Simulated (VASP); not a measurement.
# Ni2Cl (P-6m2) in VASP: a series of runs

Runs on Ni2Cl. Level: PBE. Tasks: single point, relaxation of cell and atoms.

Program: VASP 6.6.1. These are calculated values, not measurements. Logs are shortened: lines on timing, memory, paths and dates and some standing lists are left out, and cuts for length are marked.

## (1) The cell of the first run

Symmetry: P-6m2, No. 187, hexagonal system. The conventional cell has a = 2.921 Å, b = 2.921 Å, c = 5.899 Å, α = 90.00°, β = 90.00°, γ = 120.00°. Within 3.0 Å of Ni (site symmetry 3m) lie 7 Ni at 2.29 to 2.92 Å and 3 Cl at 2.47 Å. Within 3.3 Å of Cl (site symmetry -6m2) lie 6 Ni at 2.47 Å and 6 Cl at 2.92 Å.

The cell was generated, and may not be a known phase.

## (2) Single point, PBE, collinear spin, ferromagnetic start

The input, INCAR:

```
PREC = Accurate ; ENCUT = 520
EDIFF = 1E-6 ; ISMEAR = 0
SIGMA = 0.1 ; LREAL = False
LASPH = True ; NELM = 150
ALGO = Fast ; ISIF = 2
LWAVE = False ; LCHARG = True
ISPIN = 2 ; MAGMOM = 2 2 0
LORBIT = 11 ; LMAXMIX = 4
GGA = PE ; LELF = True
LVHAR = True ; NBANDS = 24
```

The input, KPOINTS:

```
regular mesh
0
Gamma
  6 6 2
```

The input, POSCAR:

```
Ni2Cl
1.0
    2.9208205684      0.0000000034      0.0000000000
   -1.4604102871      2.5295048104      0.0000000000
    0.0000000000      0.0000000000      5.8985717699
Ni Cl
2 1
Direct
    0.3333333333      0.6666666667      0.6944985912
    0.3333333333      0.6666666667      0.3055014088
    0.0000000000      0.0000000000      0.0000000000
```

Potentials or basis: VASP PAW PBE potentials, release 64 (Ni, Cl).

Run with:

```
$ cat potpaw_PBE.64/Ni/POTCAR potpaw_PBE.64/Cl/POTCAR > POTCAR
$ mpirun -np 1 vasp_std > vasp.out
```

OUTCAR:

```text
PREC = Accurate
   ENCUT = 520
   EDIFF = 1E-6
   ISMEAR = 0
   LREAL = False
   LASPH = True
   NELM = 150
   ISIF = 2
   ISPIN = 2
   LORBIT = 11
   GGA = PE

 ion  position               nearest neighbor table
   1  0.333  0.667  0.694-   2 2.29   3 2.47   3 2.47   3 2.47
   2  0.333  0.667  0.306-   1 2.29   3 2.47   3 2.47   3 2.47
   3  0.000  0.000  0.000-   1 2.47   2 2.47   1 2.47   2 2.47   1 2.47   2 2.47

  LATTYP: Found a hexagonal cell.
 ALAT       =     2.9208205684
 C/A-ratio  =     2.0194913148

  Lattice vectors:

 A1 = (   2.9208205684,   0.0000000034,   0.0000000000)
 A2 = (  -1.4604102871,   2.5295048104,   0.0000000000)
 A3 = (   0.0000000000,   0.0000000000,   5.8985717699)

Analysis of symmetry for initial positions (statically):
=====================================================================
 Subroutine PRICEL returns:
 Original cell was already a primitive cell.

 Routine SETGRP: Setting up the symmetry group for a
 hexagonal supercell.

 Subroutine GETGRP returns: Found 12 space group operations
 (whereof 12 operations were pure point group operations)
 out of a pool of 24 trial point group operations.

The static configuration has the point symmetry D_3h.

Analysis of symmetry for dynamics (positions and initial velocities):
=====================================================================
 Subroutine PRICEL returns:
 Original cell was already a primitive cell.

 Routine SETGRP: Setting up the symmetry group for a
 hexagonal supercell.

 Subroutine GETGRP returns: Found 12 space group operations
 (whereof 12 operations were pure point group operations)
 out of a pool of 24 trial point group operations.

The dynamic configuration has the point symmetry D_3h.

Analysis of structural, dynamic, and magnetic symmetry:
=====================================================================
 Subroutine PRICEL returns:
 Original cell was already a primitive cell.

 Routine SETGRP: Setting up the symmetry group for a
 hexagonal supercell.

 Subroutine GETGRP returns: Found 12 space group operations
 (whereof 12 operations were pure point group operations)
 out of a pool of 24 trial point group operations.

The overall configuration has the point symmetry D_3h.

 Subroutine INISYM returns: Found 12 space group operations
 (whereof 12 operations are pure point group operations),
 and found     1 'primitive' translations

----------------------------------------------------------------------------------------

                                     Primitive cell

  volume of cell :      43.5800

  direct lattice vectors                    reciprocal lattice vectors
     2.920820568  0.000000003  0.000000000     0.342369542  0.197667148  0.000000000
    -1.460410287  2.529504810  0.000000000    -0.000000000  0.395334294  0.000000000
     0.000000000  0.000000000  5.898571770     0.000000000  0.000000000  0.169532565

  length of vectors
     2.920820568  2.920820568  5.898571770     0.395334294  0.395334294  0.169532565

  position of ions in fractional coordinates (direct lattice)
     0.333333333  0.666666667  0.694498591
     0.333333333  0.666666667  0.305501409
     0.000000000  0.000000000  0.000000000

  ion indices of the primitive-cell ions
   primitive index   ion index
                 1           1
                 2           2
                 3           3

----------------------------------------------------------------------------------------

 KPOINTS: regular mesh

Automatic generation of k-mesh.
 Grid dimensions read from file:
 generate k-points for:    6    6    2

 Generating k-lattice:

  Cartesian coordinates                     Fractional coordinates (reciprocal lattice)
     0.057061590  0.032944525  0.000000000     0.166666667  0.000000000  0.000000000
    -0.000000000  0.065889049  0.000000000    -0.000000000  0.166666667  0.000000000
     0.000000000  0.000000000  0.084766282     0.000000000  0.000000000  0.500000000

  Length of vectors
     0.065889049  0.065889049  0.084766282

  Shift w.r.t. Gamma in fractional coordinates (k-lattice)
     0.000000000  0.000000000  0.000000000

 Subroutine IBZKPT returns following result:
 ===========================================

 Found     14 irreducible k-points:

 Following reciprocal coordinates:
            Coordinates               Weight
  0.000000  0.000000  0.000000      1.000000
  0.166667  0.000000  0.000000      6.000000
  0.333333  0.000000  0.000000      6.000000
  0.500000 -0.000000  0.000000      3.000000
  0.166667  0.166667  0.000000      6.000000
  0.333333  0.166667  0.000000     12.000000
  0.333333  0.333333  0.000000      2.000000
  0.000000  0.000000  0.500000      1.000000
  0.166667  0.000000  0.500000      6.000000
  0.333333  0.000000  0.500000      6.000000
  0.500000 -0.000000  0.500000      3.000000
  0.166667  0.166667  0.500000      6.000000
  0.333333  0.166667  0.500000     12.000000
  0.333333  0.333333  0.500000      2.000000
   k-points           NKPTS =     14   k-points in BZ     NKDIM =     14   number of bands    NBANDS=     24
   number of dos      NEDOS =    301   number of ions     NIONS =      3
   total plane-waves  NPLWV =  27648
   dimension x,y,z NGX =    24 NGY =   24 NGZ =   48
   dimension x,y,z NGXF=    48 NGYF=   48 NGZF=   96
   ions per type =               2   1
   NGX,Y,Z   is equivalent  to a cutoff of  13.66, 13.66, 13.53 a.u.
   NGXF,Y,Z  is equivalent  to a cutoff of  27.32, 27.32, 27.06 a.u.
 SYSTEM =  unknown system
   PREC   = accura    normal or accurate (medium, high low for compatibility)
   ISTART =      0    job   : 0-new  1-cont  2-samecut
   ICHARG =      2    charge: 1-file 2-atom 10-const
   ISPIN  =      2    spin polarized calculation?
   LNONCOLLINEAR =      F non collinear calculations
   LSORBIT =      F    spin-orbit coupling
   LASPH  =      T    aspherical Exc in radial PAW
   ENCUT  =  520.0 eV  38.22 Ry    6.18 a.u.   5.43  5.43 10.97*2*pi/ulx,y,z
   NELM   =    150;   NELMIN=  2; NELMDL= -5     # of ELM steps
   EDIFF  = 0.1E-05   stopping-criterion for ELM
   LREAL  =      F    real-space projection
   EDIFFG = 0.1E-04   stopping-criterion for IOM
   NSW    =      0    number of steps for IOM
   IBRION =     -1    ionic relax: 0-MD 1-quasi-New 2-CG
   NFREE  =      0    steps in history (QN), initial steepest desc. (CG)
   ISIF   =      2    stress and relaxation
   ISYM   =      2    0-nonsym 1-usesym 2-fastsym
   POTIM  = 0.5000    time-step for ionic-motion
   TEBEG  =    0.0;   TEEND  =   0.0 temperature during run
   PSTRESS=    0.0 pullay stress
   NELECT =      27.0000    total number of electrons
   NUPDOWN=      -1.0000    fix difference up-down
   EMIN   =  10.00;   EMAX   =-10.00  energy-range for DOS
   EFERMI =   0.00;   METHOD = LEGACY
   ISMEAR =     0;   SIGMA  =   0.10  broadening in eV -4-tet -1-fermi 0-gaus
   EFERMI_NEDOS =   21; number of points for ismear=-14 and -15
   IALGO  =     68    algorithm
   IMIX   =      4    mixing-type and parameters
     AMIX     =   0.40;   BMIX     =  1.00
     AMIX_MAG =   1.60;   BMIX_MAG =  1.00
  volume/ion in A,a.u.               =      14.53        98.03
  Fermi-wavevector in a.u.,A,eV,Ry     =   1.395619  2.637338 26.500796  1.947754
  Thomas-Fermi vector in A             =   2.519054
   LORBIT       =     11    0 simple, 1 ext, 2 COOP (PROOUT), +10 PAW based schemes
   GGA     = PE    functional components
   LHFCALC =     F    Hartree Fock is set to
   AEXX    =    0.0000 exact exchange contribution
   IVDW    =     0    specifies the selected vdW correction
   LEPSILON=     F    determine dielectric tensor
   LRPA    =     F    only Hartree local field effects (RPA)
 spin polarized calculation
 RMM-DIIS sequential band-by-band and
 Gauss-broadening in eV      SIGMA  =   0.10
  energy-cutoff  :      520.00
  volume of cell :       43.58
 maximum number of plane-waves:      1221
 NGX is ok and might be reduce to    24
   NGX = 11   NGY = 11   NGZ = 21

 number of electron      26.9999998 magnetization       1.7170013

 Free energy of the ion-electron system (eV)
  ---------------------------------------------------
  ext. energy  EPLUGINS =         0.00000000
  ---------------------------------------------------
  free energy    TOTEN  =       -11.07445975 eV

  energy without entropy =      -11.04901122  energy(sigma->0) =      -11.06173549

 E-fermi :   6.9454     XC(G=0): -11.4693

 val. band max:        6.9226471791   @ k =   0.1667   0.1667   0.5000
 cond. band min:       6.9598404088   @ k =   0.5000  -0.0000   0.0000
 fundamental gap:      0.0371932297
 Fermi energy:         6.9453947222

 spin component 1

 k-point     1 :       0.0000    0.0000    0.0000
  band No.  band energies     occupation
      1     -11.4104      1.00000
      2      -0.9844      1.00000
      3       2.1028      1.00000
      4       4.0781      1.00000
      5       4.0781      1.00000
      6       4.2366      1.00000
[... 16 lines left out ...]
     23      22.1906      0.00000
     24      24.2428      0.00000

 k-point     2 :       0.1667    0.0000    0.0000
  band No.  band energies     occupation
      1     -11.0310      1.00000
      2      -0.5877      1.00000
      3       2.2783      1.00000
      4       3.1045      1.00000
      5       3.8217      1.00000
      6       4.4418      1.00000
[... 16 lines left out ...]
     23      20.7099      0.00000
     24      23.3552      0.00000

 k-point     3 :       0.3333    0.0000    0.0000
  band No.  band energies     occupation
      1     -10.1033      1.00000
      2      -0.0359      1.00000
      3       0.3113      1.00000
      4       3.2857      1.00000
      5       3.9801      1.00000
      6       4.3692      1.00000
[... 16 lines left out ...]
     23      21.0526      0.00000
     24      22.2138      0.00000
[... 244 lines left out ...]
 k-point    13 :       0.3333    0.1667    0.5000
  band No.  band energies     occupation
      1      -9.5218      1.00000
      2      -0.6438      1.00000
      3       0.7230      1.00000
      4       1.9818      1.00000
      5       4.0964      1.00000
      6       4.5277      1.00000
[... 16 lines left out ...]
     23      20.6644      0.00000
     24      22.1220      0.00000

 k-point    14 :       0.3333    0.3333    0.5000
  band No.  band energies     occupation
      1      -9.2045      1.00000
      2      -0.0309      1.00000
      3       0.1481      1.00000
      4       0.9985      1.00000
      5       4.3169      1.00000
      6       4.4946      1.00000
[... 16 lines left out ...]
     23      20.2623      0.00000
     24      20.8920      0.00000
 Fermi energy:         6.9453947222

 spin component 2

 k-point     1 :       0.0000    0.0000    0.0000
  band No.  band energies     occupation
      1     -11.2507      1.00000
      2      -0.9265      1.00000
      3       2.0780      1.00000
      4       4.6017      1.00000
      5       4.6017      1.00000
      6       4.8182      1.00000
[... 16 lines left out ...]
     23      22.2191      0.00000
     24      24.2017      0.00000

 k-point     2 :       0.1667    0.0000    0.0000
  band No.  band energies     occupation
      1     -10.8683      1.00000
      2      -0.5182      1.00000
      3       2.3917      1.00000
      4       3.2814      1.00000
      5       4.2696      1.00000
      6       5.0030      1.00000
[... 16 lines left out ...]
     23      20.7762      0.00000
     24      23.4602      0.00000

 k-point     3 :       0.3333    0.0000    0.0000
  band No.  band energies     occupation
      1      -9.9315      1.00000
      2       0.1356      1.00000
      3       0.4285      1.00000
      4       3.6528      1.00000
      5       4.2327      1.00000
      6       4.9798      1.00000
[... 16 lines left out ...]
     23      21.1420      0.00000
     24      22.3258      0.00000
[... 244 lines left out ...]
 k-point    13 :       0.3333    0.1667    0.5000
  band No.  band energies     occupation
      1      -9.3426      1.00000
      2      -0.4881      1.00000
      3       0.8779      1.00000
      4       2.2088      1.00000
      5       4.6025      1.00000
      6       5.1186      1.00000
[... 16 lines left out ...]
     23      20.7956      0.00000
     24      22.2550      0.00000

 k-point    14 :       0.3333    0.3333    0.5000
  band No.  band energies     occupation
      1      -9.0209      1.00000
      2       0.1215      1.00000
      3       0.3314      1.00000
      4       1.1882      1.00000
      5       5.0762      1.00000
      6       5.1119      1.00000
[... 16 lines left out ...]
     23      20.3859      0.00000
     24      21.0502      0.00000

------------------------ aborting loop because EDIFF is reached ----------------------------------------

  FORCE on cell =-STRESS in cart. coord.  units (eV):
  Direction    XX          YY          ZZ          XY          YZ          ZX
  --------------------------------------------------------------------------------------
  -------------------------------------------------------------------------------------
  Total        0.0739128      0.0739128     -0.0144781      0.0000000      0.0000000      0.0000000
  in kB        2.7173329      2.7173329     -0.5322744      0.0000000      0.0000000      0.0000000
  external PRESSURE =       1.6341305 kB  Pullay stress =       0.0000000 kB

 VOLUME and BASIS-vectors are now :
 -----------------------------------------------------------------------------
  energy-cutoff  :      520.00
  volume of cell :       43.58
      direct lattice vectors                 reciprocal lattice vectors
     2.920820568  0.000000003  0.000000000     0.342369542  0.197667148  0.000000000
    -1.460410287  2.529504810  0.000000000    -0.000000000  0.395334294  0.000000000
     0.000000000  0.000000000  5.898571770     0.000000000  0.000000000  0.169532565

 POSITION                                       TOTAL-FORCE (eV/Angst)
 -----------------------------------------------------------------------------------
     -0.00000      1.68634      4.09655        -0.000000     -0.000000     -0.010931
     -0.00000      1.68634      1.80202         0.000000      0.000000      0.010931
      0.00000      0.00000      0.00000        -0.000000     -0.000000      0.000000
 -----------------------------------------------------------------------------------
    total drift:                                0.000000     -0.000000     -0.000000

  FREE ENERGIE OF THE ION-ELECTRON SYSTEM (eV)
  ---------------------------------------------------
  free  energy   TOTEN  =       -11.0744597483 eV

  energy  without entropy=      -11.0490112249  energy(sigma->0) =      -11.06173549

 total charge

# of ion       s       p       d       tot
------------------------------------------
    1        0.354   0.278   8.359   8.992
    2        0.354   0.278   8.359   8.992
    3        1.625   3.466   0.000   5.091
--------------------------------------------------
tot          2.334   4.023  16.718  23.075

 magnetization (x)

# of ion       s       p       d       tot
------------------------------------------
    1       -0.007  -0.011   0.828   0.810
    2       -0.007  -0.011   0.828   0.810
    3        0.004   0.147   0.000   0.151
--------------------------------------------------
tot         -0.010   0.126   1.655   1.771
```

Run time: 50 s. Hardware: 1 thread of Oxide Virtual Turin-like, shared host; peak memory 0.15 GiB.

Results:

| Property | Result |
| --- | --- |
| Free energy | -11.0745 eV |
| Pressure | 0.2 GPa |
| Largest force | 0.011 eV/Å |
| Net moment | 1.72 μB per cell |
| Site moments | Ni +0.81; Cl +0.15 μB |
| Valence electrons inside the program's atomic spheres | Ni 8.99; Cl 5.09 |

Forces on the atoms (eV/Å):
```
Ni   0.000  0.000 -0.011
Ni   0.000  0.000  0.011
Cl   0.000  0.000  0.000
```

Levels at points of the mesh, in eV from the Fermi level:
Spin up:
| k point | band 11 | band 12 | band 13 | band 14 | band 15 | band 16 | band 17 | band 18 |
| --- | --- | --- | --- | --- | --- | --- | --- | --- |
| (0.00, 0.00, 0.00) | -1.66 | -1.08 | -1.08 | -0.64 | -0.64 | 4.97 | 6.26 | 8.87 |
| (0.50, 0.00, 0.00) | -0.91 | -0.87 | -0.77 | -0.45 | 1.71 | 2.62 | 2.89 | 6.55 |
| (0.00, 0.00, 0.50) | -1.65 | -1.28 | -1.28 | -0.37 | -0.37 | 1.84 | 8.26 | 10.32 |
| (0.50, 0.00, 0.50) | -0.88 | -0.79 | -0.49 | -0.38 | 1.56 | 3.37 | 4.39 | 6.55 |
Spin down:
```tsv
k point	band 11	band 12	band 13	band 14	band 15	band 16
(0.00, 0.00, 0.00)	-0.86	-0.13	-0.13	0.07	0.07	5.19
(0.50, 0.00, 0.00)	-0.17	0.01	0.02	0.53	1.83	2.91
(0.00, 0.00, 0.50)	-0.84	-0.63	-0.63	0.49	0.49	2.21
(0.50, 0.00, 0.50)	-0.08	-0.02	0.25	0.57	1.96	3.50
```

Caveat: the k points lie up to 0.53 Å⁻¹ apart. With open d or f shells a metallic result of PBE can be an artefact of self-interaction; +U or a hybrid may open a gap.

## (3) Single point, PBE, collinear spin, ferromagnetic start

This run uses another cell than the first one.

The input, INCAR:

```
PREC = Accurate
ENCUT = 520
EDIFF = 1E-6
ISMEAR = 0
SIGMA = 0.1
LREAL = F
LASPH = T
NELM = 150
ALGO = Fast
ISIF = 2
LWAVE = F
LCHARG = F
ISPIN = 2
MAGMOM = 2 2 0
LORBIT = 11
LMAXMIX = 4
GGA = PE
NBANDS = 24
```

The input, KPOINTS:

```
Automatic mesh
0
Gamma
  6 6 2
```

The input, POSCAR:

```
Ni2Cl
1.0
    2.4810270700      0.0000000000      0.0000000000
   -1.2405135400      2.1486324700      0.0000000000
    0.0000000000      0.0000000000     12.2120274500
Ni Cl
2 1
Direct
    0.3333333300      0.6666666700      0.8978554600
    0.3333333300      0.6666666700      0.1021445400
    0.0000000000      0.0000000000      0.0000000000
```

Potentials or basis: VASP PAW PBE potentials, release 64 (Ni, Cl).

Run with:

```
$ cat potpaw_PBE.64/Ni/POTCAR potpaw_PBE.64/Cl/POTCAR > POTCAR
$ mpirun -np 1 vasp_std > vasp.out
```

It took 3 min on 1 thread of Oxide Virtual Turin-like, shared host; peak memory 0.17 GiB.

Results (log left out):

```yaml
Free_energy: -3.0349 eV
Largest_force: 10.707 eV/Å
Net_moment: 0.00 μB per cell
Valence_electrons_inside_the_program's_atomic_spheres: Ni 10.38; Cl 5.34
```

Forces in eV/Å, atoms in the order of the input:
```
Ni    0.000   0.000 -10.707
Ni    0.000   0.000  10.707
Cl    0.000   0.000   0.000
```

Levels at points of the mesh, in eV from the Fermi level:
Spin up:
| k point | band 11 | band 12 | band 13 | band 14 | band 15 | band 16 |
| --- | --- | --- | --- | --- | --- | --- |
| (0.00, 0.00, 0.00) | -2.59 | -2.59 | -2.29 | -1.30 | 1.05 | 1.05 |
| (0.50, 0.00, 0.00) | -1.81 | -1.73 | -1.72 | 0.42 | 2.59 | 4.45 |
| (0.00, 0.00, 0.50) | -2.59 | -2.59 | -2.29 | -1.30 | 1.05 | 1.05 |
| (0.50, 0.00, 0.50) | -1.81 | -1.73 | -1.72 | 0.42 | 2.59 | 4.45 |
Spin down:
| k point | band 11 | band 12 | band 13 | band 14 | band 15 | band 16 |
| --- | --- | --- | --- | --- | --- | --- |
| (0.00, 0.00, 0.00) | -2.59 | -2.59 | -2.29 | -1.30 | 1.05 | 1.05 |
| (0.50, 0.00, 0.00) | -1.81 | -1.73 | -1.72 | 0.42 | 2.59 | 4.45 |
| (0.00, 0.00, 0.50) | -2.59 | -2.59 | -2.29 | -1.30 | 1.05 | 1.05 |
| (0.50, 0.00, 0.50) | -1.81 | -1.73 | -1.72 | 0.42 | 2.59 | 4.45 |

Caveat: the k points lie up to 0.49 Å⁻¹ apart; there is no dipole correction, which matters where the two faces differ; the moments typed at the start vanished in this run. With open d or f shells a metallic result of PBE can be an artefact of self-interaction; +U or a hybrid may open a gap.

(Part 1 of 2 ends here.)
